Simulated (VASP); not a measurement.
# Sb (Im-3m) in VASP: further runs

The runs below take Sb through single point, with PBE.

Everything below comes from runs of VASP 6.6.1. Logs are shortened: lines on timing, memory, paths and dates and some standing lists are left out, and cuts for length are marked.

## 1. The cell of the first run

It takes space group Im-3m (No. 229, cubic). Conventional cell: a = 3.736 Å, b = 3.736 Å, c = 3.736 Å, α = 90.00°, β = 90.00°, γ = 90.00°. Within 4.3 Å of Sb (site symmetry m-3m) lie 14 Sb at 3.24 to 3.74 Å.

This isn't the form of Sb at room conditions, which is rhombohedral.

## 2. Single point, PBE

File INCAR:

```
PREC = Accurate
ENCUT = 520
EDIFF = 1E-6
ISMEAR = -1
SIGMA = 0.06122561905347299
LREAL = F
LASPH = T
NELM = 100
ALGO = Normal
ISIF = 2
LWAVE = F
LCHARG = F
GGA = PE
NBANDS = 8
```

File KPOINTS:

```
Automatic mesh
0
Gamma
  40 40 40
```

File POSCAR:

```
Sb
1.0
   -1.8682017277      1.8682017277      1.8682017277
    1.8682017277     -1.8682017277      1.8682017277
    1.8682017277      1.8682017277     -1.8682017277
Sb
1
Direct
    0.0000000000      0.0000000000      0.0000000000
```

Potentials or basis: VASP PAW PBE potentials, release 64 (Sb).

Run with:

```sh
cat potpaw_PBE.64/Sb/POTCAR > POTCAR
mpirun -np 1 vasp_std > vasp.out
```

OUTCAR:

```text
PREC = Accurate
   ENCUT = 520
   EDIFF = 1E-6
   ISMEAR = -1
   LREAL = F
   LASPH = T
   NELM = 100
   ISIF = 2
   GGA = PE

 ion  position               nearest neighbor table
   1  0.000  0.000  0.000-

  LATTYP: Found a body centered cubic cell.
 ALAT       =     3.7364034554

  Lattice vectors:

 A1 = (  -1.8682017277,   1.8682017277,   1.8682017277)
 A2 = (   1.8682017277,  -1.8682017277,   1.8682017277)
 A3 = (   1.8682017277,   1.8682017277,  -1.8682017277)

Analysis of symmetry for initial positions (statically):
=====================================================================
 Subroutine PRICEL returns:
 Original cell was already a primitive cell.

 Routine SETGRP: Setting up the symmetry group for a
 body centered cubic supercell.

 Subroutine GETGRP returns: Found 48 space group operations
 (whereof 48 operations were pure point group operations)
 out of a pool of 48 trial point group operations.

The static configuration has the point symmetry O_h .

Analysis of symmetry for dynamics (positions and initial velocities):
=====================================================================
 Subroutine PRICEL returns:
 Original cell was already a primitive cell.

 Routine SETGRP: Setting up the symmetry group for a
 body centered cubic supercell.

 Subroutine GETGRP returns: Found 48 space group operations
 (whereof 48 operations were pure point group operations)
 out of a pool of 48 trial point group operations.

The dynamic configuration has the point symmetry O_h .

 Subroutine INISYM returns: Found 48 space group operations
 (whereof 48 operations are pure point group operations),
 and found     1 'primitive' translations

----------------------------------------------------------------------------------------

                                     Primitive cell

  volume of cell :      26.0814

  direct lattice vectors                    reciprocal lattice vectors
    -1.868201728  1.868201728  1.868201728     0.000000000  0.267637050  0.267637050
     1.868201728 -1.868201728  1.868201728     0.267637050  0.000000000  0.267637050
     1.868201728  1.868201728 -1.868201728     0.267637050  0.267637050  0.000000000

  length of vectors
     3.235820311  3.235820311  3.235820311     0.378495947  0.378495947  0.378495947

  position of ions in fractional coordinates (direct lattice)
     0.000000000  0.000000000  0.000000000

  ion indices of the primitive-cell ions
   primitive index   ion index
                 1           1

----------------------------------------------------------------------------------------

 KPOINTS: Automatic mesh

Automatic generation of k-mesh.
 Grid dimensions read from file:
 generate k-points for:   40   40   40

 Generating k-lattice:

  Cartesian coordinates                     Fractional coordinates (reciprocal lattice)
     0.000000000  0.006690926  0.006690926     0.025000000  0.000000000  0.000000000
     0.006690926  0.000000000  0.006690926     0.000000000  0.025000000  0.000000000
     0.006690926  0.006690926  0.000000000     0.000000000  0.000000000  0.025000000

  Length of vectors
     0.009462399  0.009462399  0.009462399

  Shift w.r.t. Gamma in fractional coordinates (k-lattice)
     0.000000000  0.000000000  0.000000000

 Subroutine IBZKPT returns following result:
 ===========================================

 Found   1661 irreducible k-points:

 Following reciprocal coordinates:
            Coordinates               Weight
  0.000000  0.000000  0.000000      1.000000
  0.025000  0.000000  0.000000     12.000000
  0.050000  0.000000  0.000000     12.000000
  0.075000  0.000000  0.000000     12.000000
  0.100000  0.000000  0.000000     12.000000
  0.125000  0.000000  0.000000     12.000000
[... 16 lines left out ...]
  0.050000  0.025000 -0.000000     48.000000
  0.075000  0.025000  0.000000     48.000000
 [... further k-points ...]
   k-points           NKPTS =   1661   k-points in BZ     NKDIM =   1661   number of bands    NBANDS=      8
   number of dos      NEDOS =    301   number of ions     NIONS =      1
   total plane-waves  NPLWV =  13824
   dimension x,y,z NGX =    24 NGY =   24 NGZ =   24
   dimension x,y,z NGXF=    48 NGYF=   48 NGZF=   48
   ions per type =               1
   NGX,Y,Z   is equivalent  to a cutoff of  12.33, 12.33, 12.33 a.u.
   NGXF,Y,Z  is equivalent  to a cutoff of  24.66, 24.66, 24.66 a.u.
 SYSTEM =  unknown system
   PREC   = accura    normal or accurate (medium, high low for compatibility)
   ISTART =      0    job   : 0-new  1-cont  2-samecut
   ICHARG =      2    charge: 1-file 2-atom 10-const
   ISPIN  =      1    spin polarized calculation?
   LNONCOLLINEAR =      F non collinear calculations
   LSORBIT =      F    spin-orbit coupling
   LASPH  =      T    aspherical Exc in radial PAW
   ENCUT  =  520.0 eV  38.22 Ry    6.18 a.u.   6.02  6.02  6.02*2*pi/ulx,y,z
   NELM   =    100;   NELMIN=  2; NELMDL= -5     # of ELM steps
   EDIFF  = 0.1E-05   stopping-criterion for ELM
   LREAL  =      F    real-space projection
[... 7 lines left out ...]
   TEBEG  =    0.0;   TEEND  =   0.0 temperature during run
   PSTRESS=    0.0 pullay stress
   NELECT =       5.0000    total number of electrons
   NUPDOWN=      -1.0000    fix difference up-down
   EMIN   =  10.00;   EMAX   =-10.00  energy-range for DOS
   EFERMI =   0.00;   METHOD = LEGACY
   ISMEAR =    -1;   SIGMA  =   0.06  broadening in eV -4-tet -1-fermi 0-gaus
   EFERMI_NEDOS =   21; number of points for ismear=-14 and -15
   IALGO  =     38    algorithm
   IMIX   =      4    mixing-type and parameters
     AMIX     =   0.40;   BMIX     =  1.00
     AMIX_MAG =   1.60;   BMIX_MAG =  1.00
  volume/ion in A,a.u.               =      26.08       176.01
  Fermi-wavevector in a.u.,A,eV,Ry     =   0.943962  1.783829 12.123659  0.891064
  Thomas-Fermi vector in A             =   2.071720
   LORBIT       =      0    0 simple, 1 ext, 2 COOP (PROOUT), +10 PAW based schemes
   GGA     = PE    functional components
   LHFCALC =     F    Hartree Fock is set to
   AEXX    =    0.0000 exact exchange contribution
   IVDW    =     0    specifies the selected vdW correction
   LEPSILON=     F    determine dielectric tensor
   LRPA    =     F    only Hartree local field effects (RPA)
 non-spin polarized calculation
  energy-cutoff  :      520.00
  volume of cell :       26.08
 maximum number of plane-waves:       718
   NGX = 13   NGY = 13   NGZ = 13

 number of electron       4.9999999 magnetization

 Free energy of the ion-electron system (eV)
  ---------------------------------------------------
  ext. energy  EPLUGINS =         0.00000000
  ---------------------------------------------------
  free energy    TOTEN  =        -3.90380147 eV

  energy without entropy =       -3.89634420  energy(sigma->0) =       -3.90007283

 E-fermi :   8.8729     XC(G=0): -10.3699

 val. band max:        8.8710070704   @ k =   0.4000   0.1000   0.0750
 cond. band min:       8.8743509395   @ k =  -0.3750   0.4500   0.3000
 fundamental gap:      0.0033438691
 Fermi energy:         8.8729002184

 k-point     1 :       0.0000    0.0000    0.0000
  band No.  band energies     occupation
      1      -4.2241      2.00000
      2      14.6144      0.00000
      3      14.6144      0.00000
      4      14.6144      0.00000
      5      19.5399      0.00000
      6      19.5399      0.00000
      7      19.5399      0.00000
      8      20.6969      0.00000

 k-point     2 :       0.0250    0.0000    0.0000
  band No.  band energies     occupation
      1      -4.2107      2.00000
      2      14.4961      0.00000
      3      14.5635      0.00000
      4      14.6021      0.00000
      5      19.4075      0.00000
      6      19.4443      0.00000
      7      19.6049      0.00000
      8      20.5395      0.00000

 k-point     3 :       0.0500    0.0000    0.0000
  band No.  band energies     occupation
      1      -4.1701      2.00000
      2      14.1618      0.00000
      3      14.4192      0.00000
      4      14.5653      0.00000
      5      19.1233      0.00000
      6      19.1653      0.00000
      7      19.7917      0.00000
      8      20.3900      0.00000

 k-point     4 :       0.0750    0.0000    0.0000
  band No.  band energies     occupation
      1      -4.1026      2.00000
      2      13.6590      0.00000
      3      14.2011      0.00000
      4      14.5046      0.00000
      5      18.7890      0.00000
      6      18.7997      0.00000
      7      20.0803      0.00000
      8      20.2064      0.00000

 k-point     5 :       0.1000    0.0000    0.0000
  band No.  band energies     occupation
      1      -4.0083      2.00000
      2      13.0393      0.00000
      3      13.9323      0.00000
      4      14.4211      0.00000
      5      18.3969      0.00000
      6      18.4749      0.00000
      7      20.0644      0.00000
      8      20.4479      0.00000
[... 177 lines left out ...]
 k-point    22 :       0.0250    0.0250    0.0000
  band No.  band energies     occupation
      1      -4.1836      2.00000
      2      14.2661      0.00000
      3      14.4974      0.00000
      4      14.5493      0.00000
      5      19.2215      0.00000
      6      19.2510      0.00000
      7      19.7254      0.00000
      8      20.2664      0.00000

 k-point    23 :       0.0500    0.0250   -0.0000
  band No.  band energies     occupation
      1      -4.1296      2.00000
      2      13.8557      0.00000
      3      14.3183      0.00000
      4      14.4877      0.00000
      5      18.9295      0.00000
      6      18.9557      0.00000
      7      19.9343      0.00000
      8      20.1007      0.00000

 k-point    24 :       0.0750    0.0250    0.0000
  band No.  band energies     occupation
      1      -4.0487      2.00000
      2      13.3077      0.00000
      3      14.0611      0.00000
      4      14.4106      0.00000
      5      18.5892      0.00000
      6      18.6317      0.00000
      7      19.9944      0.00000
      8      20.2314      0.00000

 [... further k-points ...]
[... 5 lines left out ...]
  --------------------------------------------------------------------------------------
  -------------------------------------------------------------------------------------
  Total        0.4366795      0.4366795      0.4366795      0.0000000      0.0000000      0.0000000
  in kB       26.8251426     26.8251426     26.8251426      0.0000000      0.0000000      0.0000000
  external PRESSURE =      26.8251426 kB  Pullay stress =       0.0000000 kB

 VOLUME and BASIS-vectors are now :
 -----------------------------------------------------------------------------
  energy-cutoff  :      520.00
  volume of cell :       26.08
      direct lattice vectors                 reciprocal lattice vectors
    -1.868201728  1.868201728  1.868201728     0.000000000  0.267637050  0.267637050
     1.868201728 -1.868201728  1.868201728     0.267637050  0.000000000  0.267637050
     1.868201728  1.868201728 -1.868201728     0.267637050  0.267637050  0.000000000

 POSITION                                       TOTAL-FORCE (eV/Angst)
 -----------------------------------------------------------------------------------
      0.00000      0.00000      0.00000         0.000000      0.000000      0.000000
 -----------------------------------------------------------------------------------
    total drift:                                0.000000     -0.000000     -0.000000

  FREE ENERGIE OF THE ION-ELECTRON SYSTEM (eV)
  ---------------------------------------------------
  free  energy   TOTEN  =        -3.9038014674 eV

  energy  without entropy=       -3.8963442017  energy(sigma->0) =       -3.90007283
```

Wall time 57 s (1 thread of Intel Xeon 6975P-C (Granite Rapids), shared host); peak memory 0.43 GiB.

What came out:

```yaml
Free_energy: -3.9038 eV
Pressure: 2.7 GPa
Band_gap_on_the_k_mesh: zero (an odd number of electrons rules out a gap without spin polarisation)
```

Levels at points of the mesh, in eV from the Fermi level:
| k point | band 1 | band 2 | band 3 | band 4 | band 5 | band 6 | band 7 |
| --- | --- | --- | --- | --- | --- | --- | --- |
| (0.00, 0.00, 0.00) | -13.10 | 5.74 | 5.74 | 5.74 | 10.67 | 10.67 | 10.67 |
| (0.50, 0.00, 0.00) | -8.87 | -5.79 | 1.76 | 3.84 | 6.53 | 6.96 | 13.96 |
| (0.50, 0.50, 0.50) | -5.44 | -2.07 | -2.07 | -2.07 | 2.90 | 2.90 | 17.72 |

Caveat: spin-orbit coupling is left out, which moves the levels of the heavy elements.

## 3. Single point, PBE

This run uses another cell than the first one, of 27.17 Å³/atom.

File INCAR:

```
SYSTEM = Sb
PREC     = Accurate       ! precision mode
ENCUT    = 520            ! plane-wave cutoff, eV
EDIFF    = 1E-6           ! SCF threshold, eV
ISMEAR   = -1             ! smearing method
SIGMA    = 0.06122561905347299 ! smearing width, eV
LREAL    = .FALSE.        ! projectors in reciprocal space
LASPH    = .TRUE.         ! aspherical terms in the spheres
NELM     = 60             ! most SCF steps
ALGO     = Normal         ! electronic algorithm
ISIF     = 2              ! what is computed and relaxed
LWAVE    = .FALSE.        ! write WAVECAR
LCHARG   = .FALSE.        ! write CHGCAR
GGA      = PE             ! functional
NBANDS   = 8              ! bands
```

File KPOINTS:

```
Automatic mesh
0
G
  40 40 40
  0 0 0
```

File POSCAR:

```
Sb
1.0
   -1.8937967127      1.8937967127      1.8937967127
    1.8937967127     -1.8937967127      1.8937967127
    1.8937967127      1.8937967127     -1.8937967127
Sb
1
Direct
    0.0000000000      0.0000000000      0.0000000000
```

Potentials or basis: VASP PAW PBE potentials, release 64 (Sb).

Run with:

```sh
cat potpaw_PBE.64/Sb/POTCAR > POTCAR
mpirun -np 1 vasp_std > vasp.out
```

Run time: 85 s. Hardware: 1 thread of Intel Xeon 6975P-C (Granite Rapids), shared host; peak memory 0.44 GiB.

It converged, with:

```
Free energy            : -3.9125 eV
Pressure               : 0.0 GPa
Band gap on the k mesh : zero (an odd number of electrons rules out a gap without spin polarisation)
```

Levels at points of the mesh, in eV from the Fermi level:
| k point | band 1 | band 2 | band 3 | band 4 | band 5 | band 6 | band 7 |
| --- | --- | --- | --- | --- | --- | --- | --- |
| (0.00, 0.00, 0.00) | -12.77 | 5.42 | 5.42 | 5.42 | 10.52 | 10.52 | 10.52 |
| (0.50, 0.00, 0.00) | -8.79 | -5.52 | 1.67 | 3.71 | 6.39 | 6.92 | 13.69 |
| (0.50, 0.50, 0.50) | -5.63 | -1.97 | -1.97 | -1.97 | 3.00 | 3.00 | 17.48 |

Caveat: spin-orbit coupling is left out, which moves the levels of the heavy elements.

## 4. Single point, PBE

This run uses another cell than the first one, of 27.71 Å³/atom.

File INCAR:

```
  PREC = Accurate
  ENCUT = 520
  EDIFF = 1E-6
  ISMEAR = -1
  SIGMA = 0.06122561905347299
  LREAL = False
  LASPH = True
  NELM = 100
  ALGO = Normal
  ISIF = 2
  LWAVE = False
  LCHARG = True
  GGA = PE
  LELF = True
  LVHAR = True
  NBANDS = 8
```

File KPOINTS:

```
regular mesh
0
Gamma
  40 40 40
```

File POSCAR:

```
Sb
1.0
   -1.9063387783      1.9063387783      1.9063387783
    1.9063387783     -1.9063387783      1.9063387783
    1.9063387783      1.9063387783     -1.9063387783
Sb
1
Direct
    0.0000000000      0.0000000000      0.0000000000
```

Potentials or basis: VASP PAW PBE potentials, release 64 (Sb).

Run with:

```sh
cat potpaw_PBE.64/Sb/POTCAR > POTCAR
mpirun -np 1 vasp_std > vasp.out
```

OUTCAR:

```text
PREC = Accurate
   ENCUT = 520
   EDIFF = 1E-6
   ISMEAR = -1
   LREAL = False
   LASPH = True
   NELM = 100
   ISIF = 2
   GGA = PE

 ion  position               nearest neighbor table
   1  0.000  0.000  0.000-

  LATTYP: Found a body centered cubic cell.
 ALAT       =     3.8126775566

  Lattice vectors:

 A1 = (  -1.9063387783,   1.9063387783,   1.9063387783)
 A2 = (   1.9063387783,  -1.9063387783,   1.9063387783)
[... 434 lines left out ...]
 k-point    24 :       0.0750    0.0250   -0.0000
  band No.  band energies     occupation
      1      -4.3774      2.00000
      2      12.1327      0.00000
      3      12.8591      0.00000
      4      13.1718      0.00000
      5      17.6444      0.00000
      6      17.6863      0.00000
      7      19.0664      0.00000
      8      19.1467      0.00000

 [... further k-points ...]
[... 5 lines left out ...]
  --------------------------------------------------------------------------------------
  -------------------------------------------------------------------------------------
  Total       -0.2012717     -0.2012717     -0.2012717      0.0000000     -0.0000000      0.0000000
  in kB      -11.6367889    -11.6367889    -11.6367889      0.0000000     -0.0000000      0.0000000
  external PRESSURE =     -11.6367889 kB  Pullay stress =       0.0000000 kB

 VOLUME and BASIS-vectors are now :
 -----------------------------------------------------------------------------
  energy-cutoff  :      520.00
  volume of cell :       27.71
      direct lattice vectors                 reciprocal lattice vectors
    -1.906338778  1.906338778  1.906338778     0.000000000  0.262282867  0.262282867
     1.906338778 -1.906338778  1.906338778     0.262282867  0.000000000  0.262282867
     1.906338778  1.906338778 -1.906338778     0.262282867  0.262282867  0.000000000

 POSITION                                       TOTAL-FORCE (eV/Angst)
 -----------------------------------------------------------------------------------
      0.00000      0.00000      0.00000        -0.000000     -0.000000      0.000000
 -----------------------------------------------------------------------------------
    total drift:                                0.000000      0.000000      0.000000

  FREE ENERGIE OF THE ION-ELECTRON SYSTEM (eV)
  ---------------------------------------------------
  free  energy   TOTEN  =        -3.9104551322 eV

  energy  without entropy=       -3.9024408039  energy(sigma->0) =       -3.90644797
```

OSZICAR:

```text
N       E                     dE             d eps       ncg     rms          rms(c)
DAV:   1     0.487882105550E+01    0.48788E+01   -0.16519E+03 26760   0.408E+02
DAV:   2    -0.381547391466E+01   -0.86943E+01   -0.83570E+01 37904   0.518E+01
DAV:   3    -0.391325147165E+01   -0.97778E-01   -0.97303E-01 31880   0.610E+00
DAV:   4    -0.391354740096E+01   -0.29593E-03   -0.29592E-03 40792   0.414E-01
DAV:   5    -0.391354805542E+01   -0.65446E-06   -0.65399E-06 33600   0.126E-02    0.165E+00
DAV:   6    -0.391139793417E+01    0.21501E-02   -0.22098E-03 32080   0.246E-01    0.939E-01
DAV:   7    -0.391042587441E+01    0.97206E-03   -0.46863E-03 32720   0.357E-01    0.652E-02
DAV:   8    -0.391045485751E+01   -0.28983E-04   -0.75699E-05 35224   0.647E-02    0.492E-03
DAV:   9    -0.391045513221E+01   -0.27470E-06   -0.94571E-07 38136   0.695E-03
   1 F= -.39104551E+01 E0= -.39064480E+01  d E =-.801433E-02
```

stdout:

```text
POSCAR found type information on POSCAR Sb
 POSCAR found :  1 types and       1 ions
 scaLAPACK will be used
 LDA part: xc-table for (Slater+PW92), standard interpolation
 POSCAR, INCAR and KPOINTS ok, starting setup
 FFT: planning ... GRIDC
 FFT: planning ... GRID_SOFT
 FFT: planning ... GRID
 WAVECAR not read
 entering main loop
```

It took 2.6 min on 1 thread of Intel Xeon 6975P-C (Granite Rapids), shared host; peak memory 0.47 GiB.

What came out:

| Item | Value |
| --- | --- |
| Free energy | -3.9105 eV |
| Pressure | -1.2 GPa |
| Band gap on the k mesh | zero (an odd number of electrons rules out a gap without spin polarisation) |

Caveat: spin-orbit coupling is left out, which moves the levels of the heavy elements.

## 5. Overview

```tsv
cell	gap on the mesh (eV)	pressure (GPa)
a = 3.236 Å, angles 109.5°, 1 atom	none	2.7
a = 3.280 Å, angles 109.5°, 1 atom	none	0.0
a = 3.302 Å, angles 109.5°, 1 atom	none	-1.2
```

Alike in all rows: task single point; level PBE; potentials or basis VASP PAW PBE potentials, release 64 (Sb); no spin polarisation; k mesh 40 × 40 × 40; cutoff (eV) 520; smearing fermi-dirac 0.0612256 eV.

Caveats: spin-orbit coupling is left out, which moves the levels of the heavy elements.

Total energies depend on the potentials used, so only differences within one code and one set of settings carry meaning.
